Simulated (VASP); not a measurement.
# Sb (P6_3/mmc) in VASP: a series of runs

Runs on Sb. Level: LDA. Tasks: single point.

All numbers are computed with VASP 6.6.1; they aren't measurements. Logs are shortened: lines on timing, memory, paths and dates and some standing lists are left out, and cuts for length are marked.

## 1. The cell of the first run

The structure is hexagonal, space group P6_3/mmc (No. 194). Conventional cell: a = 3.302 Å, b = 3.302 Å, c = 5.330 Å, α = 90.00°, β = 90.00°, γ = 120.00°. Sb (site symmetry -6m2) has 12 Sb at 3.28 to 3.30 Å within 4.3 Å.

## 2. Single point, LDA (equal xx and yy strain of -2 %)

The input, INCAR:

```
SYSTEM = Sb
ALGO = Normal
EDIFF = 1E-6
ENCUT = 520
GGA = CA
ISIF = 2
ISMEAR = -1
LASPH = .TRUE.
LCHARG = .FALSE.
LREAL = .FALSE.
LWAVE = .FALSE.
NBANDS = 12
NELM = 60
PREC = Accurate
SIGMA = 0.03
```

The input, KPOINTS:

```
k-points
0
G
  12 12 7
  0 0 0
```

The input, POSCAR:

```
Sb
1.0
    3.3016201759      0.0000000000      0.0000000000
   -1.6508100880      2.8592869460      0.0000000000
    0.0000000000      0.0000000000      5.3300000000
Sb
2
Direct
    0.3333333333      0.6666666667      0.2500000000
    0.6666666667      0.3333333333      0.7500000000
```

Potentials or basis: VASP PAW LDA potentials, release 64 (Sb).

Launch:

```console
cat potpaw_LDA.64/Sb/POTCAR > POTCAR
mpirun -np 1 vasp_std > vasp.out
```

OUTCAR:

```text
SYSTEM = Sb
   EDIFF = 1E-6
   ENCUT = 520
   GGA = CA
   ISIF = 2
   ISMEAR = -1
   LASPH = .TRUE.
   LREAL = .FALSE.
   NELM = 60
   PREC = Accurate

 ion  position               nearest neighbor table
   1  0.333  0.667  0.250-   2 3.28   2 3.28   2 3.28   2 3.28   2 3.28   2 3.28
   2  0.667  0.333  0.750-   1 3.28   1 3.28   1 3.28   1 3.28   1 3.28   1 3.28

  LATTYP: Found a hexagonal cell.
 ALAT       =     3.3016201759
 C/A-ratio  =     1.6143589256

  Lattice vectors:

 A1 = (   3.3016201759,   0.0000000000,   0.0000000000)
 A2 = (  -1.6508100880,   2.8592869460,   0.0000000000)
 A3 = (   0.0000000000,   0.0000000000,   5.3300000000)

Analysis of symmetry for initial positions (statically):
=====================================================================
 Subroutine PRICEL returns:
 Original cell was already a primitive cell.

 Routine SETGRP: Setting up the symmetry group for a
 hexagonal supercell.

 Subroutine GETGRP returns: Found 24 space group operations
 (whereof 12 operations were pure point group operations)
 out of a pool of 24 trial point group operations.

The static configuration has the point symmetry D_3d.
 The point group associated with its full space group is D_6h.

Analysis of symmetry for dynamics (positions and initial velocities):
=====================================================================
 Subroutine PRICEL returns:
 Original cell was already a primitive cell.

 Routine SETGRP: Setting up the symmetry group for a
 hexagonal supercell.

 Subroutine GETGRP returns: Found 24 space group operations
 (whereof 12 operations were pure point group operations)
 out of a pool of 24 trial point group operations.

The dynamic configuration has the point symmetry D_3d.
 The point group associated with its full space group is D_6h.

 Subroutine INISYM returns: Found 24 space group operations
 (whereof 12 operations are pure point group operations),
 and found     1 'primitive' translations

----------------------------------------------------------------------------------------

                                     Primitive cell

  volume of cell :      50.3167

  direct lattice vectors                    reciprocal lattice vectors
     3.301620176  0.000000000  0.000000000     0.302881600  0.174868773  0.000000000
    -1.650810088  2.859286946  0.000000000     0.000000000  0.349737546  0.000000000
     0.000000000  0.000000000  5.330000000     0.000000000  0.000000000  0.187617261

[... 86 lines left out ...]
   NSW    =      0    number of steps for IOM
   IBRION =     -1    ionic relax: 0-MD 1-quasi-New 2-CG
   NFREE  =      0    steps in history (QN), initial steepest desc. (CG)
   ISIF   =      2    stress and relaxation
   ISYM   =      2    0-nonsym 1-usesym 2-fastsym
   POTIM  = 0.5000    time-step for ionic-motion
   TEBEG  =    0.0;   TEEND  =   0.0 temperature during run
   PSTRESS=    0.0 pullay stress
   NELECT =      10.0000    total number of electrons
   NUPDOWN=      -1.0000    fix difference up-down
   EMIN   =  10.00;   EMAX   =-10.00  energy-range for DOS
   EFERMI =   0.00;   METHOD = LEGACY
   ISMEAR =    -1;   SIGMA  =   0.03  broadening in eV -4-tet -1-fermi 0-gaus
   EFERMI_NEDOS =   21; number of points for ismear=-14 and -15
   IALGO  =     38    algorithm
   IMIX   =      4    mixing-type and parameters
     AMIX     =   0.40;   BMIX     =  1.00
     AMIX_MAG =   1.60;   BMIX_MAG =  1.00
  volume/ion in A,a.u.               =      25.16       169.78
  Fermi-wavevector in a.u.,A,eV,Ry     =   0.955368  1.805384 12.418425  0.912729
  Thomas-Fermi vector in A             =   2.084200
   LORBIT       =      0    0 simple, 1 ext, 2 COOP (PROOUT), +10 PAW based schemes
   GGA     = CA    functional components
   LHFCALC =     F    Hartree Fock is set to
   AEXX    =    0.0000 exact exchange contribution
   IVDW    =     0    specifies the selected vdW correction
   LEPSILON=     F    determine dielectric tensor
   LRPA    =     F    only Hartree local field effects (RPA)
 non-spin polarized calculation
  energy-cutoff  :      520.00
  volume of cell :       50.32
 maximum number of plane-waves:      1374
 NGX is ok and might be reduce to    28
   NGX = 13   NGY = 13   NGZ = 19

 number of electron      10.0000000 magnetization

 Free energy of the ion-electron system (eV)
  ---------------------------------------------------
  ext. energy  EPLUGINS =         0.00000000
  ---------------------------------------------------
  free energy    TOTEN  =        -9.13929042 eV

  energy without entropy =       -9.13474817  energy(sigma->0) =       -9.13701930

 E-fermi :   9.3411     XC(G=0): -10.6644

 val. band max:        9.3273479653   @ k =   0.2500   0.0833   0.4286
 cond. band min:       9.3463370993   @ k =   0.1667   0.1667   0.4286
 fundamental gap:      0.0189891340
 Fermi energy:         9.3411280649

 k-point     1 :       0.0000    0.0000    0.0000
  band No.  band energies     occupation
      1      -4.1594      2.00000
      2       0.0748      2.00000
      3       3.1141      2.00000
      4      13.0260      0.00000
      5      13.0260      0.00000
      6      14.8175      0.00000
      7      14.8175      0.00000
      8      15.3522      0.00000
      9      17.1646      0.00000
     10      18.2932      0.00000
     11      19.3232      0.00000
     12      19.3232      0.00000
[... 331 lines left out ...]
 k-point    24 :       0.3333    0.0000    0.1429
  band No.  band energies     occupation
      1      -2.0320      2.00000
      2       1.1856      2.00000
      3       5.0340      2.00000
      4       6.3296      2.00000
      5       8.3323      2.00000
      6      10.2626      0.00000
      7      11.9462      0.00000
      8      13.4066      0.00000
      9      14.4236      0.00000
     10      16.6678      0.00000
     11      18.1709      0.00000
     12      19.2172      0.00000

 [... further k-points ...]
[... 5 lines left out ...]
  --------------------------------------------------------------------------------------
  -------------------------------------------------------------------------------------
  Total        0.6198627      0.6198627      0.3025392     -0.0000000     -0.0000000      0.0000000
  in kB       19.7375848     19.7375848      9.6334141     -0.0000000     -0.0000000      0.0000000
  external PRESSURE =      16.3695279 kB  Pullay stress =       0.0000000 kB

 VOLUME and BASIS-vectors are now :
 -----------------------------------------------------------------------------
  energy-cutoff  :      520.00
  volume of cell :       50.32
      direct lattice vectors                 reciprocal lattice vectors
     3.301620176  0.000000000  0.000000000     0.302881600  0.174868773  0.000000000
    -1.650810088  2.859286946  0.000000000     0.000000000  0.349737546  0.000000000
     0.000000000  0.000000000  5.330000000     0.000000000  0.000000000  0.187617261

 POSITION                                       TOTAL-FORCE (eV/Angst)
 -----------------------------------------------------------------------------------
     -0.00000      1.90619      1.33250        -0.000000      0.000000      0.000000
      1.65081      0.95310      3.99750         0.000000      0.000000      0.000000
 -----------------------------------------------------------------------------------
    total drift:                                0.000000     -0.000000      0.000000

  FREE ENERGIE OF THE ION-ELECTRON SYSTEM (eV)
  ---------------------------------------------------
  free  energy   TOTEN  =        -9.1392904228 eV

  energy  without entropy=       -9.1347481744  energy(sigma->0) =       -9.13701930
```

Wall time 22 s (1 thread of Intel Xeon Platinum 8559C (Emerald Rapids), shared host); peak memory 0.17 GiB.

Results:

```yaml
Free_energy: -9.1393 eV
Pressure: 1.6 GPa
Band_gap_on_the_k_mesh: zero (band 5 reaches 13.71 eV, above the bottom of band 6 at 6.23 eV)
```

Stress tensor (GPa, compression positive):
```
1.97 0.00 0.00
0.00 1.97 0.00
0.00 0.00 0.96
```

Caveat: the cell differs from its parent crystal (equal xx and yy strain of -2 %); spin-orbit coupling is left out, which moves the levels of the heavy elements.

## 3. Single point, LDA (equal xx and yy strain of -1 %)

The input, INCAR:

```
  PREC = Accurate
  ENCUT = 520
  EDIFF = 1E-6
  ISMEAR = -1
  SIGMA = 0.03
  LREAL = False
  LASPH = True
  NELM = 80
  ALGO = Normal
  ISIF = 2
  LWAVE = False
  LCHARG = False
  GGA = CA
  NBANDS = 12
```

The input, KPOINTS:

```
regular mesh
0
Gamma
  12 12 7
```

The input, POSCAR:

```
Sb
1.0
    3.3353101777      0.0000000000      0.0000000000
   -1.6676550889      2.8884633434      0.0000000000
    0.0000000000      0.0000000000      5.3300000000
Sb
2
Direct
    0.3333333333      0.6666666667      0.2500000000
    0.6666666667      0.3333333333      0.7500000000
```

Potentials or basis: VASP PAW LDA potentials, release 64 (Sb).

Launch:

```console
cat potpaw_LDA.64/Sb/POTCAR > POTCAR
mpirun -np 1 vasp_std > vasp.out
```

Run time: 19 s. Hardware: 1 thread of Intel Xeon Platinum 8559C (Emerald Rapids), shared host; peak memory 0.17 GiB.

Results (log left out):

* Free energy: -9.1478 eV
* Pressure: 0.1 GPa
* Band gap on the k mesh: zero (band 5 reaches 13.21 eV, above the bottom of band 6 at 6.04 eV)

Stress tensor (GPa, compression positive):
```
 0.64  0.00  0.00
 0.00  0.64  0.00
 0.00  0.00 -0.85
```

Levels at points of the mesh, in eV from the Fermi level:
| k point | band 2 | band 3 | band 4 | band 5 | band 6 | band 7 | band 8 | band 9 |
| --- | --- | --- | --- | --- | --- | --- | --- | --- |
| (0.00, 0.00, 0.00) | -9.13 | -6.08 | 3.46 | 3.46 | 5.25 | 5.25 | 5.98 | 7.59 |
| (0.50, 0.00, 0.00) | -8.28 | -4.35 | -3.04 | -2.45 | -0.21 | 0.17 | 3.80 | 4.32 |

Caveat: the cell differs from its parent crystal (equal xx and yy strain of -1 %); spin-orbit coupling is left out, which moves the levels of the heavy elements.
